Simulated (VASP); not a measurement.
# GeW (Fm-3m) in VASP: notebook

Aim: see how the results for GeW move with the level of theory and the settings. Levels: PBEsol+D3(BJ), PBEsol+D4, revPBE+D3(BJ). Tasks: single point.

Everything below comes from runs of VASP 6.6.1. Logs are shortened: lines on timing, memory, paths and dates and some standing lists are left out, and cuts for length are marked.

**1. The cell of the first run**

Symmetry: Fm-3m, No. 225, cubic system. Conventional cell: a = 5.052 Å, b = 5.052 Å, c = 5.052 Å, α = 90.00°, β = 90.00°, γ = 90.00°. Ge (site symmetry m-3m) has 6 W at 2.53 Å within 3.3 Å. W (site symmetry m-3m) has 6 Ge at 2.53 Å within 3.3 Å.

**2. Single point, PBEsol+D3(BJ)**

Input file INCAR:

```
PREC = Accurate ; ENCUT = 520
EDIFF = 1E-6 ; ISMEAR = -1
SIGMA = 0.05 ; LREAL = False
LASPH = True ; NELM = 80
ALGO = Normal ; ISIF = 2
LWAVE = False ; LCHARG = False
GGA = PS ; IVDW = 12
NBANDS = 21
```

Input file KPOINTS:

```
Automatic mesh
0
Gamma
  9 9 9
```

Input file POSCAR:

```
GeW
1.0
    0.0000000000      2.5260159511      2.5260159511
    2.5260159511      0.0000000000      2.5260159511
    2.5260159511      2.5260159511      0.0000000000
Ge W
1 1
Direct
    0.5000000000      0.5000000000      0.5000000000
    0.0000000000      0.0000000000      0.0000000000
```

Potentials or basis: VASP PAW PBE potentials, release 64 (Ge_d, W_sv).

Command:

```
cat potpaw_PBE.64/Ge_d/POTCAR potpaw_PBE.64/W_sv/POTCAR > POTCAR
mpirun -np 1 vasp_std > vasp.out
```

OUTCAR:

```text
PREC = Accurate
   ENCUT = 520
   EDIFF = 1E-6
   ISMEAR = -1
   LREAL = False
   LASPH = True
   NELM = 80
   ISIF = 2
   GGA = PS
   IVDW = 12
 IVDW          = 12

 ion  position               nearest neighbor table
   1  0.500  0.500  0.500-   2 2.53   2 2.53   2 2.53   2 2.53   2 2.53   2 2.53
   2  0.000  0.000  0.000-   1 2.53   1 2.53   1 2.53   1 2.53   1 2.53   1 2.53

  LATTYP: Found a face centered cubic cell.
 ALAT       =     5.0520319022

  Lattice vectors:

 A1 = (   0.0000000000,   2.5260159511,   2.5260159511)
 A2 = (   2.5260159511,   0.0000000000,   2.5260159511)
 A3 = (   2.5260159511,   2.5260159511,   0.0000000000)

Analysis of symmetry for initial positions (statically):
=====================================================================
 Subroutine PRICEL returns:
 Original cell was already a primitive cell.

 Routine SETGRP: Setting up the symmetry group for a
 face centered cubic supercell.

 Subroutine GETGRP returns: Found 48 space group operations
 (whereof 48 operations were pure point group operations)
 out of a pool of 48 trial point group operations.

The static configuration has the point symmetry O_h .

Analysis of symmetry for dynamics (positions and initial velocities):
=====================================================================
 Subroutine PRICEL returns:
 Original cell was already a primitive cell.

 Routine SETGRP: Setting up the symmetry group for a
 face centered cubic supercell.

 Subroutine GETGRP returns: Found 48 space group operations
 (whereof 48 operations were pure point group operations)
 out of a pool of 48 trial point group operations.

The dynamic configuration has the point symmetry O_h .

 Subroutine INISYM returns: Found 48 space group operations
 (whereof 48 operations are pure point group operations),
 and found     1 'primitive' translations

----------------------------------------------------------------------------------------

                                     Primitive cell

  volume of cell :      32.2358

  direct lattice vectors                    reciprocal lattice vectors
     0.000000000  2.526015951  2.526015951    -0.197940159  0.197940159  0.197940159
     2.526015951  0.000000000  2.526015951     0.197940159 -0.197940159  0.197940159
     2.526015951  2.526015951  0.000000000     0.197940159  0.197940159 -0.197940159

  length of vectors
     3.572326017  3.572326017  3.572326017     0.342842413  0.342842413  0.342842413

  position of ions in fractional coordinates (direct lattice)
     0.500000000  0.500000000  0.500000000
     0.000000000  0.000000000  0.000000000

  ion indices of the primitive-cell ions
   primitive index   ion index
                 1           1
                 2           2

----------------------------------------------------------------------------------------

 KPOINTS: Automatic mesh

Automatic generation of k-mesh.
 Grid dimensions read from file:
 generate k-points for:    9    9    9

 Generating k-lattice:

  Cartesian coordinates                     Fractional coordinates (reciprocal lattice)
    -0.021993351  0.021993351  0.021993351     0.111111111  0.000000000  0.000000000
     0.021993351 -0.021993351  0.021993351     0.000000000  0.111111111  0.000000000
     0.021993351  0.021993351 -0.021993351     0.000000000  0.000000000  0.111111111

  Length of vectors
     0.038093601  0.038093601  0.038093601

  Shift w.r.t. Gamma in fractional coordinates (k-lattice)
     0.000000000  0.000000000  0.000000000

 Subroutine IBZKPT returns following result:
 ===========================================

 Found     35 irreducible k-points:

 Following reciprocal coordinates:
            Coordinates               Weight
  0.000000  0.000000  0.000000      1.000000
  0.111111  0.000000  0.000000      8.000000
  0.222222  0.000000  0.000000      8.000000
  0.333333  0.000000  0.000000      8.000000
  0.444444  0.000000  0.000000      8.000000
  0.111111  0.111111  0.000000      6.000000
[... 16 lines left out ...]
 -0.333333  0.333333  0.000000     12.000000
  0.444444  0.444444  0.000000      6.000000
 [... further k-points ...]
   k-points           NKPTS =     35   k-points in BZ     NKDIM =     35   number of bands    NBANDS=     21
   number of dos      NEDOS =    301   number of ions     NIONS =      2
   total plane-waves  NPLWV =  21952
   dimension x,y,z NGX =    28 NGY =   28 NGZ =   28
   dimension x,y,z NGXF=    56 NGYF=   56 NGZF=   56
   ions per type =               1   1
   NGX,Y,Z   is equivalent  to a cutoff of  13.03, 13.03, 13.03 a.u.
   NGXF,Y,Z  is equivalent  to a cutoff of  26.06, 26.06, 26.06 a.u.
 SYSTEM =  unknown system
   PREC   = accura    normal or accurate (medium, high low for compatibility)
   ISTART =      0    job   : 0-new  1-cont  2-samecut
   ICHARG =      2    charge: 1-file 2-atom 10-const
   ISPIN  =      1    spin polarized calculation?
   LNONCOLLINEAR =      F non collinear calculations
   LSORBIT =      F    spin-orbit coupling
   LASPH  =      T    aspherical Exc in radial PAW
   ENCUT  =  520.0 eV  38.22 Ry    6.18 a.u.   6.64  6.64  6.64*2*pi/ulx,y,z
   NELM   =     80;   NELMIN=  2; NELMDL= -5     # of ELM steps
   EDIFF  = 0.1E-05   stopping-criterion for ELM
   LREAL  =      F    real-space projection
   EDIFFG = 0.1E-04   stopping-criterion for IOM
   NSW    =      0    number of steps for IOM
   IBRION =     -1    ionic relax: 0-MD 1-quasi-New 2-CG
   NFREE  =      0    steps in history (QN), initial steepest desc. (CG)
   ISIF   =      2    stress and relaxation
   ISYM   =      2    0-nonsym 1-usesym 2-fastsym
   POTIM  = 0.5000    time-step for ionic-motion
   TEBEG  =    0.0;   TEEND  =   0.0 temperature during run
   PSTRESS=    0.0 pullay stress
   NELECT =      28.0000    total number of electrons
   NUPDOWN=      -1.0000    fix difference up-down
   EMIN   =  10.00;   EMAX   =-10.00  energy-range for DOS
   EFERMI =   0.00;   METHOD = LEGACY
   ISMEAR =    -1;   SIGMA  =   0.05  broadening in eV -4-tet -1-fermi 0-gaus
   EFERMI_NEDOS =   21; number of points for ismear=-14 and -15
   IALGO  =     38    algorithm
   IMIX   =      4    mixing-type and parameters
     AMIX     =   0.40;   BMIX     =  1.00
     AMIX_MAG =   1.60;   BMIX_MAG =  1.00
  volume/ion in A,a.u.               =      16.12       108.77
  Fermi-wavevector in a.u.,A,eV,Ry     =   1.562001  2.951755 33.196153  2.439848
  Thomas-Fermi vector in A             =   2.664984
   LORBIT       =      0    0 simple, 1 ext, 2 COOP (PROOUT), +10 PAW based schemes
   GGA     = PS    functional components
   LHFCALC =     F    Hartree Fock is set to
   AEXX    =    0.0000 exact exchange contribution
   IVDW    =    12    specifies the selected vdW correction
   LEPSILON=     F    determine dielectric tensor
   LRPA    =     F    only Hartree local field effects (RPA)
 non-spin polarized calculation
  energy-cutoff  :      520.00
  volume of cell :       32.24
 maximum number of plane-waves:       893
   NGX = 13   NGY = 13   NGZ = 13

 number of electron      28.0000002 magnetization

 Free energy of the ion-electron system (eV)
  ---------------------------------------------------
  ext. energy  EPLUGINS =         0.00000000
  ---------------------------------------------------
  free energy    TOTEN  =       -17.05233796 eV

  energy without entropy =      -17.02928576  energy(sigma->0) =      -17.04081186

 E-fermi :   9.6768     XC(G=0): -12.8910

 val. band max:        9.6551706155   @ k =  -0.3333   0.3333   0.1111
 cond. band min:       9.6792266694   @ k =   0.3333   0.1111   0.0000
 fundamental gap:      0.0240560539
 Fermi energy:         9.6767785788

 k-point     1 :       0.0000    0.0000    0.0000
  band No.  band energies     occupation
      1     -64.7134      2.00000
      2     -28.9206      2.00000
      3     -28.9206      2.00000
      4     -28.9206      2.00000
      5     -14.7602      2.00000
      6     -14.7602      2.00000
[... 13 lines left out ...]
     20      18.0287      0.00000
     21      25.6173      0.00000

 k-point     2 :       0.1111    0.0000    0.0000
  band No.  band energies     occupation
      1     -64.7129      2.00000
      2     -28.9366      2.00000
      3     -28.9235      2.00000
      4     -28.9235      2.00000
      5     -14.7542      2.00000
      6     -14.7542      2.00000
[... 13 lines left out ...]
     20      19.0398      0.00000
     21      23.1337      0.00000

 k-point     3 :       0.2222    0.0000    0.0000
  band No.  band energies     occupation
      1     -64.7115      2.00000
      2     -28.9768      2.00000
      3     -28.9309      2.00000
      4     -28.9309      2.00000
      5     -14.7390      2.00000
      6     -14.7390      2.00000
[... 13 lines left out ...]
     20      20.5864      0.00000
     21      21.8202      0.00000

 k-point     4 :       0.3333    0.0000    0.0000
  band No.  band energies     occupation
      1     -64.7099      2.00000
      2     -29.0221      2.00000
      3     -28.9393      2.00000
      4     -28.9393      2.00000
      5     -14.7218      2.00000
      6     -14.7218      2.00000
[... 13 lines left out ...]
     20      19.8876      0.00000
     21      19.8876      0.00000

 k-point     5 :       0.4444    0.0000    0.0000
  band No.  band energies     occupation
      1     -64.7089      2.00000
      2     -29.0515      2.00000
      3     -28.9448      2.00000
      4     -28.9448      2.00000
      5     -14.7107      2.00000
      6     -14.7107      2.00000
[... 13 lines left out ...]
     20      19.4084      0.00000
     21      19.4084      0.00000

 k-point     6 :       0.1111    0.1111    0.0000
  band No.  band energies     occupation
      1     -64.7127      2.00000
      2     -28.9377      2.00000
      3     -28.9263      2.00000
      4     -28.9263      2.00000
      5     -14.7585      2.00000
      6     -14.7476      2.00000
[... 13 lines left out ...]
     20      19.5730      0.00000
     21      23.0747      0.00000

 k-point     7 :       0.2222    0.1111    0.0000
  band No.  band energies     occupation
      1     -64.7116      2.00000
      2     -28.9671      2.00000
      3     -28.9337      2.00000
      4     -28.9326      2.00000
      5     -14.7511      2.00000
      6     -14.7346      2.00000
[... 13 lines left out ...]
     20      20.2594      0.00000
     21      21.4601      0.00000
[... 291 lines left out ...]
      1     -64.7088      2.00000
      2     -29.0154      2.00000
      3     -28.9572      2.00000
      4     -28.9572      2.00000
      5     -14.7489      2.00000
      6     -14.7334      2.00000
[... 13 lines left out ...]
     20      21.3726      0.00000
     21      22.9469      0.00000

 k-point    21 :       0.4444    0.3333    0.0000
  band No.  band energies     occupation
      1     -64.7080      2.00000
      2     -29.0275      2.00000
      3     -28.9688      2.00000
      4     -28.9625      2.00000
      5     -14.7421      2.00000
      6     -14.7396      2.00000
[... 13 lines left out ...]
     20      21.3009      0.00000
     21      23.4900      0.00000

 k-point    22 :      -0.4444    0.3333    0.0000
  band No.  band energies     occupation
      1     -64.7076      2.00000
      2     -29.0255      2.00000
      3     -28.9890      2.00000
      4     -28.9626      2.00000
      5     -14.7423      2.00000
      6     -14.7291      2.00000
[... 13 lines left out ...]
     20      20.9677      0.00000
     21      22.5397      0.00000

 k-point    23 :      -0.3333    0.3333    0.0000
  band No.  band energies     occupation
      1     -64.7077      2.00000
      2     -29.0125      2.00000
      3     -29.0060      2.00000
      4     -28.9574      2.00000
      5     -14.7403      2.00000
      6     -14.7158      2.00000
[... 13 lines left out ...]
     20      20.9715      0.00000
     21      21.7519      0.00000

 k-point    24 :       0.4444    0.4444    0.0000
  band No.  band energies     occupation
      1     -64.7076      2.00000
      2     -29.0366      2.00000
      3     -28.9678      2.00000
      4     -28.9678      2.00000
      5     -14.7493      2.00000
      6     -14.7456      2.00000
[... 13 lines left out ...]
     20      22.1417      0.00000
     21      25.0209      0.00000

 [... further k-points ...]

------------------------ aborting loop because EDIFF is reached ----------------------------------------

 Edisp (eV)   -1.09232

 E8    (eV) :    -0.7722

  FORCE on cell =-STRESS in cart. coord.  units (eV):
  Direction    XX          YY          ZZ          XY          YZ          ZX
  --------------------------------------------------------------------------------------
  -------------------------------------------------------------------------------------
  Total       0.07571     0.07571     0.07571     0.00000     0.00000     0.00000
  in kB       3.76272     3.76272     3.76272     0.00000     0.00000     0.00000
  external pressure =        3.76 kB  Pullay stress =        0.00 kB

 VOLUME and BASIS-vectors are now :
 -----------------------------------------------------------------------------
  energy-cutoff  :      520.00
  volume of cell :       32.24
      direct lattice vectors                 reciprocal lattice vectors
     0.000000000  2.526015951  2.526015951    -0.197940159  0.197940159  0.197940159
     2.526015951  0.000000000  2.526015951     0.197940159 -0.197940159  0.197940159
     2.526015951  2.526015951  0.000000000     0.197940159  0.197940159 -0.197940159

 POSITION                                       TOTAL-FORCE (eV/Angst)
 -----------------------------------------------------------------------------------
      2.52602      2.52602      2.52602         0.000000      0.000000     -0.000000
      0.00000      0.00000      0.00000        -0.000000     -0.000000      0.000000
 -----------------------------------------------------------------------------------
    total drift:                                0.000000      0.000000      0.000000

  FREE ENERGIE OF THE ION-ELECTRON SYSTEM (eV)
  ---------------------------------------------------
  free  energy   TOTEN  =       -18.1446545338 eV

  energy  without entropy=      -18.1216023362  energy(sigma->0) =      -18.13312843
```

Run time: 15 s. Hardware: 1 thread of AMD EPYC 9R45 (Zen 5), shared host; peak memory 0.15 GiB.

Results:

```yaml
Free_energy: -18.1447 eV
Pressure: 0.4 GPa
Band_gap_on_the_k_mesh: zero (band 14 reaches 10.28 eV, above the bottom of band 15 at 8.42 eV)
Dispersion_energy_per_atom: -0.546 eV
```

Levels at points of the mesh, in eV from the Fermi level:
```csv
k point,band 11,band 12,band 13,band 14,band 15,band 16,band 17,band 18
"(0.00, 0.00, 0.00)",-1.77,-1.77,-1.77,-0.92,-0.92,2.57,2.57,2.57
```

Caveat: the PAW data sets were made with another functional, which shifts forces and pressure a little; spin-orbit coupling is left out, which moves the levels of the heavy elements; pairwise dispersion overbinds metals, which lowers pressure and volume.

(Part 1 of 2 ends here.)
